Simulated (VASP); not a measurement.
# Al in VASP: a series of runs, part 2 of 2

VASP 6.6.1. The steps go on from the part before.

## 4. Relaxation of cell and atoms, PBE

Input file INCAR:

```
SYSTEM = Al
  PREC = Accurate
  ENCUT = 600
  EDIFF = 1E-6
  ISMEAR = 0
  SIGMA = 0.1
  LREAL = .FALSE.
  LASPH = .TRUE.
  NELM = 60
  ALGO = Normal
  ISIF = 3
  LWAVE = .FALSE.
  LCHARG = .FALSE.
  GGA = PE
  IBRION = 2
  NSW = 100
  EDIFFG = -0.01
```

Input file KPOINTS:

```
Automatic mesh
0
G
  14 14 14
  0 0 0
```

Input file POSCAR:

```
Al
1.0
    0.0000000000      3.0942446632      3.0942446632
    3.0942446632      0.0000000000      3.0942446632
    3.0942446632      3.0942446632      0.0000000000
Al
3
Direct
    0.5000000000      0.5000000000      0.5000000000
    0.2500000000      0.2500000000      0.2500000000
    0.7500000000      0.7500000000      0.7500000000
```

Potentials or basis: VASP PAW PBE potentials, release 64 (Al).

Started as:

```
cat potpaw_PBE.64/Al/POTCAR > POTCAR
mpirun -np 1 vasp_std > vasp.out
```

OUTCAR:

```text
SYSTEM = Al
   PREC = Accurate
   ENCUT = 600
   EDIFF = 1E-6
   ISMEAR = 0
   LREAL = .FALSE.
   LASPH = .TRUE.
   NELM = 60
   ISIF = 3
   GGA = PE
   IBRION = 2
   NSW = 100
   EDIFFG = -0.01

 ion  position               nearest neighbor table
   1  0.500  0.500  0.500-   2 2.68   2 2.68   3 2.68   3 2.68   2 2.68   2 2.68   3 2.68   3 2.68

   2  0.250  0.250  0.250-   1 2.68   1 2.68   1 2.68   1 2.68   3 3.09   3 3.09   3 3.09   3 3.09
                             3 3.09   3 3.09
   3  0.750  0.750  0.750-   1 2.68   1 2.68   1 2.68   1 2.68   2 3.09   2 3.09   2 3.09   2 3.09
                             2 3.09   2 3.09

  LATTYP: Found a face centered cubic cell.
 ALAT       =     6.1884893264

  Lattice vectors:

 A1 = (   0.0000000000,   3.0942446632,   3.0942446632)
 A2 = (   3.0942446632,   0.0000000000,   3.0942446632)
 A3 = (   3.0942446632,   3.0942446632,   0.0000000000)

Analysis of symmetry for initial positions (statically):
=====================================================================
 Subroutine PRICEL returns:
 Original cell was already a primitive cell.

 Routine SETGRP: Setting up the symmetry group for a
 face centered cubic supercell.

 Subroutine GETGRP returns: Found 48 space group operations
 (whereof 48 operations were pure point group operations)
 out of a pool of 48 trial point group operations.

The static configuration has the point symmetry O_h .

Analysis of symmetry for dynamics (positions and initial velocities):
=====================================================================
 Subroutine PRICEL returns:
 Original cell was already a primitive cell.

 Routine SETGRP: Setting up the symmetry group for a
 face centered cubic supercell.

 Subroutine GETGRP returns: Found 48 space group operations
 (whereof 48 operations were pure point group operations)
 out of a pool of 48 trial point group operations.

The dynamic configuration has the point symmetry O_h .

 Subroutine INISYM returns: Found 48 space group operations
 (whereof 48 operations are pure point group operations),
 and found     1 'primitive' translations

----------------------------------------------------------------------------------------

                                     Primitive cell

  volume of cell :      59.2508

  direct lattice vectors                    reciprocal lattice vectors
     0.000000000  3.094244663  3.094244663    -0.161590325  0.161590325  0.161590325
     3.094244663  0.000000000  3.094244663     0.161590325 -0.161590325  0.161590325
     3.094244663  3.094244663  0.000000000     0.161590325  0.161590325 -0.161590325

  length of vectors
     4.375922768  4.375922768  4.375922768     0.279882652  0.279882652  0.279882652

  position of ions in fractional coordinates (direct lattice)
     0.500000000  0.500000000  0.500000000
     0.250000000  0.250000000  0.250000000
     0.750000000  0.750000000  0.750000000

  ion indices of the primitive-cell ions
   primitive index   ion index
                 1           1
                 2           2
                 3           3

[... 57 lines left out ...]
   dimension x,y,z NGXF=    72 NGYF=   72 NGZF=   72
   ions per type =               3
   NGX,Y,Z   is equivalent  to a cutoff of  13.68, 13.68, 13.68 a.u.
   NGXF,Y,Z  is equivalent  to a cutoff of  27.35, 27.35, 27.35 a.u.
 SYSTEM =  Al
   PREC   = accura    normal or accurate (medium, high low for compatibility)
   ISTART =      0    job   : 0-new  1-cont  2-samecut
   ICHARG =      2    charge: 1-file 2-atom 10-const
   ISPIN  =      1    spin polarized calculation?
   LNONCOLLINEAR =      F non collinear calculations
   LSORBIT =      F    spin-orbit coupling
   LASPH  =      T    aspherical Exc in radial PAW
   ENCUT  =  600.0 eV  44.10 Ry    6.64 a.u.   8.74  8.74  8.74*2*pi/ulx,y,z
   NELM   =     60;   NELMIN=  2; NELMDL= -5     # of ELM steps
   EDIFF  = 0.1E-05   stopping-criterion for ELM
   LREAL  =      F    real-space projection
   EDIFFG = -.1E-01   stopping-criterion for IOM
   NSW    =    100    number of steps for IOM
   IBRION =      2    ionic relax: 0-MD 1-quasi-New 2-CG
   NFREE  =      1    steps in history (QN), initial steepest desc. (CG)
   ISIF   =      3    stress and relaxation
   ISYM   =      2    0-nonsym 1-usesym 2-fastsym
   POTIM  = 0.5000    time-step for ionic-motion
   TEBEG  =    0.0;   TEEND  =   0.0 temperature during run
   PSTRESS=    0.0 pullay stress
   NELECT =       9.0000    total number of electrons
   NUPDOWN=      -1.0000    fix difference up-down
   EMIN   =  10.00;   EMAX   =-10.00  energy-range for DOS
   EFERMI =   0.00;   METHOD = LEGACY
   ISMEAR =     0;   SIGMA  =   0.10  broadening in eV -4-tet -1-fermi 0-gaus
   EFERMI_NEDOS =   21; number of points for ismear=-14 and -15
   IALGO  =     38    algorithm
   IMIX   =      4    mixing-type and parameters
     AMIX     =   0.40;   BMIX     =  1.00
     AMIX_MAG =   1.60;   BMIX_MAG =  1.00
  volume/ion in A,a.u.               =      19.75       133.28
  Fermi-wavevector in a.u.,A,eV,Ry     =   0.873489  1.650656 10.381026  0.762984
  Thomas-Fermi vector in A             =   1.992887
   LORBIT       =      0    0 simple, 1 ext, 2 COOP (PROOUT), +10 PAW based schemes
   GGA     = PE    functional components
   LHFCALC =     F    Hartree Fock is set to
   AEXX    =    0.0000 exact exchange contribution
   IVDW    =     0    specifies the selected vdW correction
   LEPSILON=     F    determine dielectric tensor
   LRPA    =     F    only Hartree local field effects (RPA)
 conjugate gradient relaxation of ions
 non-spin polarized calculation
 Gauss-broadening in eV      SIGMA  =   0.10
  energy-cutoff  :      600.00
  volume of cell :       59.25
 maximum number of plane-waves:      2006
   NGX = 17   NGY = 17   NGZ = 17

--------------------------------------- Ionic step        1  -------------------------------------------

 number of electron       9.0000000 magnetization

 Free energy of the ion-electron system (eV)
  ---------------------------------------------------
  ext. energy  EPLUGINS =         0.00000000
  ---------------------------------------------------
  free energy    TOTEN  =       -10.71321892 eV

  energy without entropy =      -10.70807578  energy(sigma->0) =      -10.71064735

------------------------ aborting loop because EDIFF is reached ----------------------------------------

  FORCE on cell =-STRESS in cart. coord.  units (eV):
  Direction    XX          YY          ZZ          XY          YZ          ZX
  --------------------------------------------------------------------------------------
  -------------------------------------------------------------------------------------
  Total        0.2580889      0.2580889      0.2580889     -0.0000000      0.0000000     -0.0000000
  in kB        6.9788846      6.9788846      6.9788846     -0.0000000      0.0000000     -0.0000000
  external PRESSURE =       6.9788846 kB  Pullay stress =       0.0000000 kB
[... 61 lines left out ...]
--------------------------------------- Ionic step        3  -------------------------------------------

 number of electron       9.0000000 magnetization

 Free energy of the ion-electron system (eV)
  ---------------------------------------------------
  ext. energy  EPLUGINS =         0.00000000
  ---------------------------------------------------
  free energy    TOTEN  =       -10.71461990 eV

  energy without entropy =      -10.70935077  energy(sigma->0) =      -10.71198534

 E-fermi :   6.0186     XC(G=0):  -9.3416

 val. band max:        6.0151799347   @ k =  -0.1429   0.1429   0.0000
 cond. band min:       6.0439881806   @ k =   0.4286   0.2857   0.1429
 fundamental gap:      0.0288082459
 Fermi energy:         6.0186232070

 k-point     1 :       0.0000    0.0000    0.0000
  band No.  band energies     occupation
      1      -4.0368      2.00000
      2       6.1767      0.02541
      3       6.1767      0.02541
      4       6.1767      0.02541
      5       6.6338      0.00000
      6       6.6338      0.00000
      7       6.6338      0.00000
      8       7.5987      0.00000
[... 243 lines left out ...]
 k-point    24 :       0.2857    0.1429    0.0000
  band No.  band energies     occupation
      1      -3.2122      2.00000
      2       2.5694      2.00000
      3       4.3262      2.00000
      4       4.3757      2.00000
      5       5.6514      2.00000
      6       7.9971      0.00000
      7       8.3354      0.00000
      8       8.7074      0.00000

 [... further k-points ...]

------------------------ aborting loop because EDIFF is reached ----------------------------------------

  FORCE on cell =-STRESS in cart. coord.  units (eV):
  Direction    XX          YY          ZZ          XY          YZ          ZX
  --------------------------------------------------------------------------------------
  -------------------------------------------------------------------------------------
  Total        0.0005306      0.0005306      0.0005306      0.0000000      0.0000000     -0.0000000
  in kB        0.0141916      0.0141916      0.0141916      0.0000000      0.0000000     -0.0000000
  external PRESSURE =       0.0141916 kB  Pullay stress =       0.0000000 kB
[... 18 lines left out ...]
  FREE ENERGIE OF THE ION-ELECTRON SYSTEM (eV)
  ---------------------------------------------------
  free  energy   TOTEN  =       -10.7146199036 eV

  energy  without entropy=      -10.7093507712  energy(sigma->0) =      -10.71198534

 reached required accuracy - stopping structural energy minimisation
```

CONTCAR:

```text
Al
   1.00000000000000
    -0.0000000000000000    3.1056163323746118    3.1056163323746118
     3.1056163323746118    0.0000000000000000    3.1056163323746118
     3.1056163323746118    3.1056163323746118   -0.0000000000000000
  Al
     3
Direct
     0.5000000000000000    0.5000000000000000    0.5000000000000000
     0.2500000000000000    0.2500000000000000    0.2500000000000000
     0.7500000000000000    0.7500000000000000    0.7500000000000000

  0.00000000E+00  0.00000000E+00  0.00000000E+00
  0.00000000E+00  0.00000000E+00  0.00000000E+00
  0.00000000E+00  0.00000000E+00  0.00000000E+00
```

Wall time 2.1 min (1 thread of Intel Xeon 8259CL, shared host); peak memory 0.23 GiB.

What came out:

```yaml
Free_energy: -10.7146 eV
Relaxed_volume: 19.97 Å³/atom
Relaxed_cell: a = 4.392 Å, b = 4.392 Å, c = 4.392 Å, α = 60.00°, β = 60.00°, γ = 60.00°
Space_group_after_relaxing_to_0.1_Å: Fm-3m (No. 225)
Energy_gained_by_relaxing: 0.5 meV/atom
Ionic_steps: 3
Pressure_after_relaxing: 0.0 GPa
Band_gap_on_the_k_mesh: zero (an odd number of electrons rules out a gap without spin polarisation)
```

Step by step:
```
step  energy change (eV)  largest force (eV/Å)  pressure (GPa)  volume (Å³)
   1              0.0000                0.0000            0.70        59.25
   2             -0.0014                0.0000           -0.08        59.99
   3             -0.0014                0.0000            0.00        59.91
```

Final structure:
```
Al
1.0
     0.00000    3.10562    3.10562
     3.10562    0.00000    3.10562
     3.10562    3.10562    0.00000
Al
3
Direct
  0.50000 0.50000 0.50000
  0.25000 0.25000 0.25000
  0.75000 0.75000 0.75000
```

## 5. Overview

```csv
task,cell,k mesh,cutoff (eV),gap on the mesh (eV),pressure (GPa)
single point,"a = 4.376 Å, angles 120.0, 120.0, 90.0°, 3 atoms, atomic positions A",6 × 6 × 6,520,none,0.1
single point,"a = 4.394 Å, angles 60.0°, 3 atoms, atomic positions B",14 × 14 × 14,520,none,-0.1
relaxation of cell and atoms,"relaxed from a = 4.376 Å, angles 60.0°, 3 atoms, atomic positions B",14 × 14 × 14,600,none,0.0
```

Alike in all rows: level PBE; potentials or basis VASP PAW PBE potentials, release 64 (Al); no spin polarisation; smearing gaussian 0.1 eV.

Total energies depend on the potentials used, so only differences within one code and one set of settings carry meaning.
